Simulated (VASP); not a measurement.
# Sc (Pm-3m) in VASP: notebook

Runs on Sc. Level: RPBE. Tasks: single point, relaxation of cell and atoms.

All numbers are computed with VASP 6.6.1; they aren't measurements. Logs are shortened: lines on timing, memory, paths and dates and some standing lists are left out, and cuts for length are marked.

### 1 The cell of the first run

Symmetry: Pm-3m, No. 221, cubic system. The conventional cell has a = 3.022 Å, b = 3.022 Å, c = 3.022 Å, α = 90.00°, β = 90.00°, γ = 90.00°. Within 4.0 Å of Sc (site symmetry m-3m) lie 6 Sc at 3.02 Å.

This isn't the form of Sc at room conditions, which is hcp.

### 2 Single point, RPBE

File INCAR:

```
SYSTEM = Sc
PREC = Accurate
ENCUT = 500
EDIFF = 1E-6
ISMEAR = -1
SIGMA = 0.1
LREAL = .False.
LASPH = .True.
NELM = 120
ALGO = Normal
ISIF = 2
LWAVE = .False.
LCHARG = .False.
GGA = RP
NBANDS = 12
GGA_COMPAT = .False.
```

File KPOINTS:

```
regular mesh
0
Gamma
  10 10 10
  0 0 0
```

File POSCAR:

```
Sc
1.0
    3.0221151968      0.0000000000      0.0000000000
    0.0000000000      3.0221151968      0.0000000000
    0.0000000000      0.0000000000      3.0221151968
Sc
1
Direct
    0.0000000000      0.0000000000      0.0000000000
```

Potentials or basis: VASP PAW PBE potentials, release 64 (Sc_sv).

Started as:

```
$ cat potpaw_PBE.64/Sc_sv/POTCAR > POTCAR
$ mpirun -np 1 vasp_std > vasp.out
```

OUTCAR:

```text
SYSTEM = Sc
   PREC = Accurate
   ENCUT = 500
   EDIFF = 1E-6
   ISMEAR = -1
   LREAL = .False.
   LASPH = .True.
   NELM = 120
   ISIF = 2
   GGA = RP

 ion  position               nearest neighbor table
   1  0.000  0.000  0.000-

  LATTYP: Found a simple cubic cell.
 ALAT       =     3.0221151968

  Lattice vectors:

 A1 = (   3.0221151968,   0.0000000000,   0.0000000000)
 A2 = (   0.0000000000,   3.0221151968,   0.0000000000)
 A3 = (   0.0000000000,   0.0000000000,   3.0221151968)

Analysis of symmetry for initial positions (statically):
=====================================================================
 Subroutine PRICEL returns:
 Original cell was already a primitive cell.

 Routine SETGRP: Setting up the symmetry group for a
 simple cubic supercell.

 Subroutine GETGRP returns: Found 48 space group operations
 (whereof 48 operations were pure point group operations)
 out of a pool of 48 trial point group operations.

The static configuration has the point symmetry O_h .

Analysis of symmetry for dynamics (positions and initial velocities):
=====================================================================
 Subroutine PRICEL returns:
 Original cell was already a primitive cell.

 Routine SETGRP: Setting up the symmetry group for a
 simple cubic supercell.

 Subroutine GETGRP returns: Found 48 space group operations
 (whereof 48 operations were pure point group operations)
 out of a pool of 48 trial point group operations.

The dynamic configuration has the point symmetry O_h .

 Subroutine INISYM returns: Found 48 space group operations
 (whereof 48 operations are pure point group operations),
 and found     1 'primitive' translations

----------------------------------------------------------------------------------------

                                     Primitive cell

  volume of cell :      27.6015

  direct lattice vectors                    reciprocal lattice vectors
     3.022115197  0.000000000  0.000000000     0.330894071  0.000000000  0.000000000
     0.000000000  3.022115197  0.000000000     0.000000000  0.330894071  0.000000000
     0.000000000  0.000000000  3.022115197     0.000000000  0.000000000  0.330894071

  length of vectors
     3.022115197  3.022115197  3.022115197     0.330894071  0.330894071  0.330894071

  position of ions in fractional coordinates (direct lattice)
     0.000000000  0.000000000  0.000000000
[... 81 lines left out ...]
   NFREE  =      0    steps in history (QN), initial steepest desc. (CG)
   ISIF   =      2    stress and relaxation
   ISYM   =      2    0-nonsym 1-usesym 2-fastsym
   POTIM  = 0.5000    time-step for ionic-motion
   TEBEG  =    0.0;   TEEND  =   0.0 temperature during run
   PSTRESS=    0.0 pullay stress
   NELECT =      11.0000    total number of electrons
   NUPDOWN=      -1.0000    fix difference up-down
   EMIN   =  10.00;   EMAX   =-10.00  energy-range for DOS
   EFERMI =   0.00;   METHOD = LEGACY
   ISMEAR =    -1;   SIGMA  =   0.10  broadening in eV -4-tet -1-fermi 0-gaus
   EFERMI_NEDOS =   21; number of points for ismear=-14 and -15
   IALGO  =     38    algorithm
   IMIX   =      4    mixing-type and parameters
     AMIX     =   0.40;   BMIX     =  1.00
     AMIX_MAG =   1.60;   BMIX_MAG =  1.00
  volume/ion in A,a.u.               =      27.60       186.26
  Fermi-wavevector in a.u.,A,eV,Ry     =   1.204744  2.276636 19.747601  1.451408
  Thomas-Fermi vector in A             =   2.340460
   LORBIT       =      0    0 simple, 1 ext, 2 COOP (PROOUT), +10 PAW based schemes
   GGA     = RP    functional components
   LHFCALC =     F    Hartree Fock is set to
   AEXX    =    0.0000 exact exchange contribution
   IVDW    =     0    specifies the selected vdW correction
   LEPSILON=     F    determine dielectric tensor
   LRPA    =     F    only Hartree local field effects (RPA)
 non-spin polarized calculation
  energy-cutoff  :      500.00
  volume of cell :       27.60
 maximum number of plane-waves:       739
 NGX is ok and might be reduce to    24
   NGX = 11   NGY = 11   NGZ = 11

 number of electron      11.0000006 magnetization

 Free energy of the ion-electron system (eV)
  ---------------------------------------------------
  ext. energy  EPLUGINS =         0.00000000
  ---------------------------------------------------
  free energy    TOTEN  =        -5.21618152 eV

  energy without entropy =       -5.12444326  energy(sigma->0) =       -5.17031239

 E-fermi :   3.2731     XC(G=0):  -9.2565

 val. band max:        3.2466725879   @ k =   0.2000   0.2000   0.0000
 cond. band min:       3.2751203826   @ k =   0.3000   0.1000   0.0000
 fundamental gap:      0.0284477947
 Fermi energy:         3.2730634217

 k-point     1 :       0.0000    0.0000    0.0000
  band No.  band energies     occupation
      1     -46.6717      2.00000
      2     -25.0191      2.00000
      3     -25.0191      2.00000
      4     -25.0191      2.00000
      5      -1.6336      2.00000
      6       2.8500      1.97133
      7       2.8500      1.97133
      8       6.8030      0.00000
      9       6.8030      0.00000
     10       6.8030      0.00000
     11      14.9714      0.00000
     12      14.9714      0.00000
[... 331 lines left out ...]
 k-point    24 :       0.3000    0.1000    0.1000
  band No.  band energies     occupation
      1     -46.6301      2.00000
      2     -25.2920      2.00000
      3     -25.0335      2.00000
      4     -25.0297      2.00000
      5       0.2722      2.00000
      6       3.4092      0.40808
      7       3.5126      0.16711
      8       5.5966      0.00000
      9       5.7690      0.00000
     10       6.5871      0.00000
     11      10.3294      0.00000
     12      15.5943      0.00000

 [... further k-points ...]

------------------------ aborting loop because EDIFF is reached ----------------------------------------

  FORCE on cell =-STRESS in cart. coord.  units (eV):
  Direction    XX          YY          ZZ          XY          YZ          ZX
  --------------------------------------------------------------------------------------
  -------------------------------------------------------------------------------------
  Total        0.0020620      0.0020620      0.0020620      0.0000000      0.0000000      0.0000000
  in kB        0.1196909      0.1196909      0.1196909      0.0000000      0.0000000      0.0000000
  external PRESSURE =       0.1196909 kB  Pullay stress =       0.0000000 kB

 VOLUME and BASIS-vectors are now :
 -----------------------------------------------------------------------------
  energy-cutoff  :      500.00
  volume of cell :       27.60
      direct lattice vectors                 reciprocal lattice vectors
     3.022115197  0.000000000  0.000000000     0.330894071  0.000000000  0.000000000
     0.000000000  3.022115197  0.000000000     0.000000000  0.330894071  0.000000000
     0.000000000  0.000000000  3.022115197     0.000000000  0.000000000  0.330894071

 POSITION                                       TOTAL-FORCE (eV/Angst)
 -----------------------------------------------------------------------------------
      0.00000      0.00000      0.00000         0.000000      0.000000      0.000000
 -----------------------------------------------------------------------------------
    total drift:                               -0.000000      0.000000      0.000000

  FREE ENERGIE OF THE ION-ELECTRON SYSTEM (eV)
  ---------------------------------------------------
  free  energy   TOTEN  =        -5.2161815167 eV

  energy  without entropy=       -5.1244432590  energy(sigma->0) =       -5.17031239
```

OSZICAR:

```text
N       E                     dE             d eps       ncg     rms          rms(c)
DAV:   1     0.738740423501E+02    0.73874E+02   -0.48391E+03  1344   0.835E+02
DAV:   2    -0.432898188821E+01   -0.78203E+02   -0.76661E+02  1344   0.282E+02
DAV:   3    -0.585521533557E+01   -0.15262E+01   -0.14752E+01  1796   0.497E+01
DAV:   4    -0.588394331952E+01   -0.28728E-01   -0.28682E-01  1700   0.569E+00
DAV:   5    -0.588430029071E+01   -0.35697E-03   -0.35696E-03  1804   0.572E-01    0.472E+00
DAV:   6    -0.527374267187E+01    0.61056E+00   -0.99169E-01  2012   0.136E+01    0.119E+00
DAV:   7    -0.521990531824E+01    0.53837E-01   -0.11350E-01  2088   0.408E+00    0.544E-01
DAV:   8    -0.521640461397E+01    0.35007E-02   -0.14009E-02  1640   0.161E+00    0.138E-01
DAV:   9    -0.521616827587E+01    0.23634E-03   -0.15727E-03  2008   0.560E-01    0.406E-02
DAV:  10    -0.521618357230E+01   -0.15296E-04   -0.16050E-04  2092   0.152E-01    0.109E-02
DAV:  11    -0.521618105605E+01    0.25163E-05   -0.96869E-06  2068   0.413E-02    0.209E-03
DAV:  12    -0.521618151667E+01   -0.46062E-06   -0.17698E-07   744   0.449E-03
   1 F= -.52161815E+01 E0= -.51703124E+01  d E =-.917383E-01
```

Run time: 17 s. Hardware: 1 thread of Intel Xeon 8259CL, shared host; peak memory 0.14 GiB.

Results:

```yaml
Free_energy: -5.2162 eV
Pressure: 0.0 GPa
Band_gap_on_the_k_mesh: zero (an odd number of electrons rules out a gap without spin polarisation)
```

Levels at points of the mesh, in eV from the Fermi level:
```csv
k point,band 3,band 4,band 5,band 6,band 7,band 8,band 9,band 10
"(0.00, 0.00, 0.00)",-28.29,-28.29,-4.91,-0.42,-0.42,3.53,3.53,3.53
"(0.50, 0.00, 0.00)",-28.25,-28.25,-1.66,-0.60,0.14,2.12,2.12,3.66
"(0.50, 0.50, 0.00)",-28.66,-28.22,-1.57,0.21,2.44,2.44,3.37,3.37
"(0.50, 0.50, 0.50)",-28.61,-28.61,-0.38,-0.38,-0.38,4.41,4.41,7.19
```

Caveat: the PAW data sets were made with another functional, which shifts forces and pressure a little.

### 3 Relaxation of cell and atoms, RPBE

This run uses another cell than the first one, of 27.00 Å³/atom.

File INCAR:

```
  PREC = Accurate
  ENCUT = 500
  EDIFF = 1E-7
  ISMEAR = -1
  SIGMA = 0.1
  LREAL = False
  LASPH = True
  NELM = 120
  ALGO = Normal
  ISIF = 3
  LWAVE = False
  LCHARG = False
  GGA = RP
  IBRION = 2
  NSW = 80
  EDIFFG = -0.01
  GGA_COMPAT = False
  NELMIN = 4
```

File KPOINTS:

```
Automatic mesh
0
Gamma
  10 10 10
```

File POSCAR:

```
Sc
1.0
    3.0000848774      0.0000000000      0.0000000000
    0.0000000000      3.0000848774      0.0000000000
    0.0000000000      0.0000000000      3.0000848774
Sc
1
Direct
    0.0000000000      0.0000000000      0.0000000000
```

Potentials or basis: VASP PAW PBE potentials, release 64 (Sc_sv).

Started as:

```
$ cat potpaw_PBE.64/Sc_sv/POTCAR > POTCAR
$ mpirun -np 1 vasp_std > vasp.out
```

Wall time 37 s (1 thread of Intel Xeon 8259CL, shared host); peak memory 0.15 GiB.

It converged, with:

```yaml
Free_energy: -5.2159 eV
Relaxed_volume: 27.62 Å³/atom
Relaxed_cell: a = 3.023 Å, b = 3.023 Å, c = 3.023 Å, α = 90.00°, β = 90.00°, γ = 90.00°
Space_group_after_relaxing_to_0.1_Å: Pm-3m (No. 221)
Energy_gained_by_relaxing: 1.4 meV/atom
Ionic_steps: 3
Pressure_after_relaxing: 0.0 GPa
Band_gap_on_the_k_mesh: zero (an odd number of electrons rules out a gap without spin polarisation)
```

Step by step:
| step | energy change (eV) | largest force (eV/Å) | pressure (GPa) | volume (Å³) |
| --- | --- | --- | --- | --- |
| 1 | 0.0000 | 0.0000 | 0.77 | 27.00 |
| 2 | -0.0014 | 0.0000 | 0.12 | 27.51 |
| 3 | -0.0014 | 0.0000 | 0.00 | 27.62 |

Final structure:
```
CELL_PARAMETERS angstrom
3.02264 0.00000 0.00000
0.00000 3.02264 0.00000
0.00000 0.00000 3.02264
ATOMIC_POSITIONS crystal
Sc 0.00000 0.00000 0.00000
```

Levels at points of the mesh, in eV from the Fermi level:
```tsv
k point	band 2	band 3	band 4	band 5	band 6	band 7	band 8	band 9
(0.00, 0.00, 0.00)	-28.29	-28.29	-28.29	-4.91	-0.42	-0.42	3.53	3.53
(0.50, 0.00, 0.00)	-28.72	-28.26	-28.26	-1.66	-0.60	0.14	2.12	2.12
(0.50, 0.50, 0.00)	-28.66	-28.66	-28.22	-1.57	0.21	2.44	2.44	3.37
(0.50, 0.50, 0.50)	-28.61	-28.61	-28.61	-0.38	-0.38	-0.38	4.41	4.41
```

Caveat: the PAW data sets were made with another functional, which shifts forces and pressure a little.
